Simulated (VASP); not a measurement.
# Ni2H (P3m1) in VASP: a series of runs

Runs on Ni2H. Level: r2SCAN. Tasks: single point.

Everything below comes from runs of VASP 6.6.1. Logs are shortened: lines on timing, memory, paths and dates and some standing lists are left out, and cuts for length are marked.

### 1 The cell of the first run

The typed cell holds 3 atoms: a = 2.643 Å, b = 2.643 Å, c = 4.308 Å, α = 90.00°, β = 90.00°, γ = 120.00°.

### 2 Single point, r2SCAN

File POSCAR:

```
Ni2H
1.0
    2.6430021000      0.0000000000      0.0000000000
   -1.3215010500      2.2889069600      0.0000000000
    0.0000000000      0.0000000000      4.3080000000
Ni H
2 1
Direct
    0.3333333300      0.6666666700      0.2610000000
    0.6666666700      0.3333333300      0.7960000000
    0.0000000000      0.0000000000      0.0280000000
```

File INCAR.step1:

```
SYSTEM = Ni2H
PREC     = Accurate       ! precision mode
ENCUT    = 520            ! plane-wave cutoff, eV
ISMEAR   = -1             ! smearing method
SIGMA    = 0.1            ! smearing width, eV
LREAL    = .False.        ! projectors in reciprocal space
LASPH    = .True.         ! aspherical terms in the spheres
NELM     = 100            ! most SCF steps
NBANDS   = 18             ! bands
GGA      = PE             ! functional
ALGO     = Normal         ! electronic algorithm
EDIFF    = 1E-4           ! SCF threshold, eV
LWAVE    = .True.         ! write WAVECAR
LCHARG   = .False.        ! write CHGCAR
```

File INCAR.step2:

```
SYSTEM = Ni2H
PREC     = Accurate       ! precision mode
ENCUT    = 520            ! plane-wave cutoff, eV
EDIFF    = 1E-7           ! SCF threshold, eV
ISMEAR   = -1             ! smearing method
SIGMA    = 0.1            ! smearing width, eV
LREAL    = .False.        ! projectors in reciprocal space
LASPH    = .True.         ! aspherical terms in the spheres
NELM     = 100            ! most SCF steps
ALGO     = Normal         ! electronic algorithm
ISIF     = 2              ! what is computed and relaxed
LWAVE    = .False.        ! write WAVECAR
LCHARG   = .False.        ! write CHGCAR
METAGGA  = R2SCAN         ! meta-GGA
LMIXTAU  = .True.       
NBANDS   = 18             ! bands
ISTART   = 1
```

File KPOINTS:

```
Automatic mesh
0
Gamma
  11 11 6
  0 0 0
```

Potentials or basis: VASP PAW PBE potentials, release 64 (Ni, H).

On the command line:

```console
> cat potpaw_PBE.64/Ni/POTCAR potpaw_PBE.64/H/POTCAR > POTCAR
> cp INCAR.step1 INCAR
> mpirun -np 1 vasp_std > vasp.out
> cp INCAR.step2 INCAR
> mpirun -np 1 vasp_std > vasp.out
```

OUTCAR:

```text
SYSTEM = Ni2H
   PREC = Accurate
   ENCUT = 520
   EDIFF = 1E-7
   ISMEAR = -1
   LREAL = .False.
   LASPH = .True.
   NELM = 100
   ISIF = 2
   METAGGA = R2SCAN
   ISTART = 1

 ion  position               nearest neighbor table
   1  0.333  0.667  0.261-   3 1.83   3 1.83   3 1.83   2 2.52   2 2.52   2 2.52   2 2.76   2 2.76
                             2 2.76
   2  0.667  0.333  0.796-   3 1.82   3 1.82   3 1.82   1 2.52   1 2.52   1 2.52   1 2.76   1 2.76
                             1 2.76
   3  0.000  0.000  0.028-   2 1.82   2 1.82   2 1.82   1 1.83   1 1.83   1 1.83

  LATTYP: Found a hexagonal cell.
 ALAT       =     2.6430021000
 C/A-ratio  =     1.6299646527

  Lattice vectors:

 A1 = (   2.6430021000,   0.0000000000,   0.0000000000)
 A2 = (  -1.3215010500,   2.2889069600,   0.0000000000)
 A3 = (   0.0000000000,   0.0000000000,   4.3080000000)

Analysis of symmetry for initial positions (statically):
=====================================================================
 Subroutine PRICEL returns:
 Original cell was already a primitive cell.

 Routine SETGRP: Setting up the symmetry group for a
 hexagonal supercell.

 Subroutine GETGRP returns: Found  6 space group operations
 (whereof  6 operations were pure point group operations)
 out of a pool of 24 trial point group operations.

The static configuration has the point symmetry C_3v.

Analysis of symmetry for dynamics (positions and initial velocities):
=====================================================================
 Subroutine PRICEL returns:
 Original cell was already a primitive cell.

 Routine SETGRP: Setting up the symmetry group for a
 hexagonal supercell.

 Subroutine GETGRP returns: Found  6 space group operations
 (whereof  6 operations were pure point group operations)
 out of a pool of 24 trial point group operations.

The dynamic configuration has the point symmetry C_3v.

 Subroutine INISYM returns: Found  6 space group operations
 (whereof  6 operations are pure point group operations),
 and found     1 'primitive' translations

----------------------------------------------------------------------------------------

                                     Primitive cell

  volume of cell :      26.0616

  direct lattice vectors                    reciprocal lattice vectors
     2.643002100  0.000000000  0.000000000     0.378357626  0.218444877  0.000000000
    -1.321501050  2.288906960  0.000000000     0.000000000  0.436889755  0.000000000
     0.000000000  0.000000000  4.308000000     0.000000000  0.000000000  0.232126277

  length of vectors
     2.643002100  2.643002099  4.308000000     0.436889754  0.436889755  0.232126277

  position of ions in fractional coordinates (direct lattice)
     0.333333330  0.666666670  0.261000000
     0.666666670  0.333333330  0.796000000
     0.000000000  0.000000000  0.028000000

  ion indices of the primitive-cell ions
   primitive index   ion index
                 1           1
                 2           2
                 3           3

----------------------------------------------------------------------------------------

 KPOINTS: Automatic mesh

Automatic generation of k-mesh.
 Grid dimensions read from file:
 generate k-points for:   11   11    6

 Generating k-lattice:

  Cartesian coordinates                     Fractional coordinates (reciprocal lattice)
     0.034396148  0.019858625  0.000000000     0.090909091  0.000000000  0.000000000
     0.000000000  0.039717250  0.000000000     0.000000000  0.090909091  0.000000000
     0.000000000  0.000000000  0.038687713     0.000000000  0.000000000  0.166666667

  Length of vectors
     0.039717250  0.039717250  0.038687713

  Shift w.r.t. Gamma in fractional coordinates (k-lattice)
     0.000000000  0.000000000  0.000000000

 Subroutine IBZKPT returns following result:
 ===========================================

 Found     84 irreducible k-points:

 Following reciprocal coordinates:
            Coordinates               Weight
  0.000000  0.000000  0.000000      1.000000
  0.090909  0.000000  0.000000      6.000000
  0.181818  0.000000  0.000000      6.000000
  0.272727 -0.000000  0.000000      6.000000
  0.363636  0.000000  0.000000      6.000000
  0.454545  0.000000  0.000000      6.000000
[... 16 lines left out ...]
  0.000000  0.272727  0.166667      6.000000
  0.363636  0.000000  0.166667      6.000000
 [... further k-points ...]
   k-points           NKPTS =     84   k-points in BZ     NKDIM =     84   number of bands    NBANDS=     18
   number of dos      NEDOS =    301   number of ions     NIONS =      3
   total plane-waves  NPLWV =  12800
   dimension x,y,z NGX =    20 NGY =   20 NGZ =   32
   dimension x,y,z NGXF=    40 NGYF=   40 NGZF=   64
   ions per type =               2   1
   NGX,Y,Z   is equivalent  to a cutoff of  12.58, 12.58, 12.35 a.u.
   NGXF,Y,Z  is equivalent  to a cutoff of  25.16, 25.16, 24.70 a.u.
 SYSTEM =  Ni2H
   PREC   = accura    normal or accurate (medium, high low for compatibility)
   ISTART =      1    job   : 0-new  1-cont  2-samecut
   ICHARG =      0    charge: 1-file 2-atom 10-const
   ISPIN  =      1    spin polarized calculation?
   LNONCOLLINEAR =      F non collinear calculations
   LSORBIT =      F    spin-orbit coupling
   LASPH  =      T    aspherical Exc in radial PAW
   ENCUT  =  520.0 eV  38.22 Ry    6.18 a.u.   4.91  4.91  8.01*2*pi/ulx,y,z
   NELM   =    100;   NELMIN=  2; NELMDL=  0     # of ELM steps
   EDIFF  = 0.1E-06   stopping-criterion for ELM
   LREAL  =      F    real-space projection
   EDIFFG = 0.1E-05   stopping-criterion for IOM
   NSW    =      0    number of steps for IOM
   IBRION =     -1    ionic relax: 0-MD 1-quasi-New 2-CG
   NFREE  =      0    steps in history (QN), initial steepest desc. (CG)
   ISIF   =      2    stress and relaxation
   ISYM   =      2    0-nonsym 1-usesym 2-fastsym
   POTIM  = 0.5000    time-step for ionic-motion
   TEBEG  =    0.0;   TEEND  =   0.0 temperature during run
   PSTRESS=    0.0 pullay stress
   NELECT =      21.0000    total number of electrons
   NUPDOWN=      -1.0000    fix difference up-down
   EMIN   =  10.00;   EMAX   =-10.00  energy-range for DOS
   EFERMI =   0.00;   METHOD = LEGACY
   ISMEAR =    -1;   SIGMA  =   0.10  broadening in eV -4-tet -1-fermi 0-gaus
   EFERMI_NEDOS =   21; number of points for ismear=-14 and -15
   IALGO  =     38    algorithm
   IMIX   =      4    mixing-type and parameters
     AMIX     =   0.40;   BMIX     =  1.00
     AMIX_MAG =   1.60;   BMIX_MAG =  1.00
  volume/ion in A,a.u.               =       8.69        58.62
  Fermi-wavevector in a.u.,A,eV,Ry     =   1.523401  2.878810 31.575716  2.320750
  Thomas-Fermi vector in A             =   2.631849
   LORBIT       =      0    0 simple, 1 ext, 2 COOP (PROOUT), +10 PAW based schemes
   METAGGA = R2SCAN    functional components
   LHFCALC =     F    Hartree Fock is set to
   AEXX    =    0.0000 exact exchange contribution
   IVDW    =     0    specifies the selected vdW correction
   LEPSILON=     F    determine dielectric tensor
   LRPA    =     F    only Hartree local field effects (RPA)
 non-spin polarized calculation
  energy-cutoff  :      520.00
  volume of cell :       26.06
 maximum number of plane-waves:       718
   NGX =  9   NGY =  9   NGZ = 17

 number of electron      20.9999991 magnetization

 Free energy of the ion-electron system (eV)
  ---------------------------------------------------
  ext. energy  EPLUGINS =         0.00000000
  ---------------------------------------------------
  free energy    TOTEN  =       -26.97126575 eV

  energy without entropy =      -26.84283114  energy(sigma->0) =      -26.90704845

 E-fermi :   7.5992     XC(G=0): -13.5904

 val. band max:        7.5516982298   @ k =   0.1818   0.1818   0.5000
 cond. band min:       7.6035151695   @ k =   0.0909   0.0000   0.1667
 fundamental gap:      0.0518169397
 Fermi energy:         7.5992180529

 k-point     1 :       0.0000    0.0000    0.0000
  band No.  band energies     occupation
      1      -3.5838      2.00000
      2       3.4096      2.00000
      3       5.3333      2.00000
      4       5.8104      2.00000
      5       5.8105      2.00000
      6       6.0433      2.00000
[... 10 lines left out ...]
     17      29.4711      0.00000
     18      29.4711      0.00000

 k-point     2 :       0.0909    0.0000    0.0000
  band No.  band energies     occupation
      1      -3.3609      2.00000
      2       3.5797      2.00000
      3       4.9511      2.00000
      4       5.8172      2.00000
      5       5.9019      2.00000
      6       6.0024      2.00000
[... 10 lines left out ...]
     17      30.5145      0.00000
     18      31.2105      0.00000

 k-point     3 :       0.1818    0.0000    0.0000
  band No.  band energies     occupation
      1      -2.7201      2.00000
      2       4.0058      2.00000
      3       4.4314      2.00000
      4       5.5618      2.00000
      5       5.8790      2.00000
      6       6.0411      2.00000
[... 10 lines left out ...]
     17      28.0537      0.00000
     18      30.0686      0.00000

 k-point     4 :       0.2727   -0.0000    0.0000
  band No.  band energies     occupation
      1      -1.7599      2.00000
      2       3.9993      2.00000
      3       4.4221      2.00000
      4       5.3557      2.00000
      5       5.8102      2.00000
      6       5.9383      2.00000
[... 10 lines left out ...]
     17      25.1579      0.00000
     18      27.1351      0.00000

 k-point     5 :       0.3636    0.0000    0.0000
  band No.  band energies     occupation
      1      -0.7020      2.00000
      2       3.7343      2.00000
      3       4.4344      2.00000
      4       5.3251      2.00000
      5       5.8014      2.00000
      6       5.9177      2.00000
[... 10 lines left out ...]
     17      22.1131      0.00000
     18      25.3522      0.00000

 k-point     6 :       0.4545    0.0000    0.0000
  band No.  band energies     occupation
      1       0.0457      2.00000
      2       3.5943      2.00000
      3       4.3422      2.00000
      4       5.3803      2.00000
      5       5.7197      2.00000
      6       5.8620      2.00000
[... 307 lines left out ...]
 k-point    21 :       0.0000    0.1818    0.1667
  band No.  band energies     occupation
      1      -2.6076      2.00000
      2       3.6238      2.00000
      3       4.6919      2.00000
      4       5.4534      2.00000
      5       5.8043      2.00000
      6       6.0903      2.00000
[... 10 lines left out ...]
     17      27.9236      0.00000
     18      29.1047      0.00000

 k-point    22 :       0.2727   -0.0000    0.1667
  band No.  band energies     occupation
      1      -1.6552      2.00000
      2       3.6270      2.00000
      3       4.5611      2.00000
      4       5.3990      2.00000
      5       5.8156      2.00000
      6       5.9536      2.00000
[... 10 lines left out ...]
     17      23.9643      0.00000
     18      28.6792      0.00000

 k-point    23 :       0.0000    0.2727    0.1667
  band No.  band energies     occupation
      1      -1.6896      2.00000
      2       4.1831      2.00000
      3       4.4383      2.00000
      4       5.1578      2.00000
      5       5.6982      2.00000
      6       5.9964      2.00000
[... 10 lines left out ...]
     17      25.9668      0.00000
     18      27.2330      0.00000

 k-point    24 :       0.3636    0.0000    0.1667
  band No.  band energies     occupation
      1      -0.6244      2.00000
      2       3.4697      2.00000
      3       4.5187      2.00000
      4       5.4812      2.00000
      5       5.8594      2.00000
      6       5.8698      2.00000
[... 10 lines left out ...]
     17      22.1614      0.00000
     18      26.4585      0.00000

 [... further k-points ...]

------------------------ aborting loop because EDIFF is reached ----------------------------------------

  FORCE on cell =-STRESS in cart. coord.  units (eV):
  Direction    XX          YY          ZZ          XY          YZ          ZX
  --------------------------------------------------------------------------------------
  -------------------------------------------------------------------------------------
  Total       -2.5992016     -2.5992016     -2.3301358      0.0000000      0.0000000      0.0000000
  in kB     -159.7898560   -159.7898559   -143.2486272      0.0000000      0.0000000      0.0000000
  external PRESSURE =    -154.2761130 kB  Pullay stress =       0.0000000 kB

 VOLUME and BASIS-vectors are now :
 -----------------------------------------------------------------------------
  energy-cutoff  :      520.00
  volume of cell :       26.06
      direct lattice vectors                 reciprocal lattice vectors
     2.643002100  0.000000000  0.000000000     0.378357626  0.218444877  0.000000000
    -1.321501050  2.288906960  0.000000000     0.000000000  0.436889755  0.000000000
     0.000000000  0.000000000  4.308000000     0.000000000  0.000000000  0.232126277

 POSITION                                       TOTAL-FORCE (eV/Angst)
 -----------------------------------------------------------------------------------
     -0.00000      1.52594      1.12439        -0.000000      0.000000      1.114761
      1.32150      0.76297      3.42917         0.000000      0.000000     -1.115892
      0.00000      0.00000      0.12062         0.000000     -0.000000      0.001130
 -----------------------------------------------------------------------------------
    total drift:                                0.000000     -0.000001      0.004153

  FREE ENERGIE OF THE ION-ELECTRON SYSTEM (eV)
  ---------------------------------------------------
  free  energy   TOTEN  =       -26.9712657496 eV

  energy  without entropy=      -26.8428311406  energy(sigma->0) =      -26.90704845
```

Run time: 2.1 min. Hardware: 1 thread of Intel Xeon Platinum 8259CL at 2.50GHz (Skylake/Cascade Lake), shared host; peak memory 0.17 GiB.

What came out:

- Free energy: -26.9713 eV
- Pressure: -15.4 GPa
- Largest force: 1.116 eV/Å
- Band gap on the k mesh: zero (an odd number of electrons rules out a gap without spin polarisation)

Forces in eV/Å, atoms in the order of the input:
```
Ni   0.000  0.000  1.115
Ni   0.000  0.000 -1.116
H    0.000  0.000  0.001
```

Stress tensor (GPa, compression positive):
```
-15.98   0.00   0.00
  0.00 -15.98   0.00
  0.00   0.00 -14.32
```

Levels at points of the mesh, in eV from the Fermi level:
| k point | band 8 | band 9 | band 10 | band 11 | band 12 | band 13 | band 14 | band 15 |
| --- | --- | --- | --- | --- | --- | --- | --- | --- |
| (0.00, 0.00, 0.00) | -1.52 | -1.09 | -1.09 | -0.32 | -0.32 | 4.54 | 14.17 | 21.78 |
| (0.00, 0.00, 0.50) | -1.73 | -0.69 | -0.69 | -0.43 | -0.43 | 9.44 | 13.04 | 15.94 |

Caveat: the cell stands under tension; the PAW data sets were made with another functional, which shifts forces and pressure a little. Spin polarisation is off, so any magnetic state and its effect on volume and gap are missing.

(Continued in part 2 of 2.)
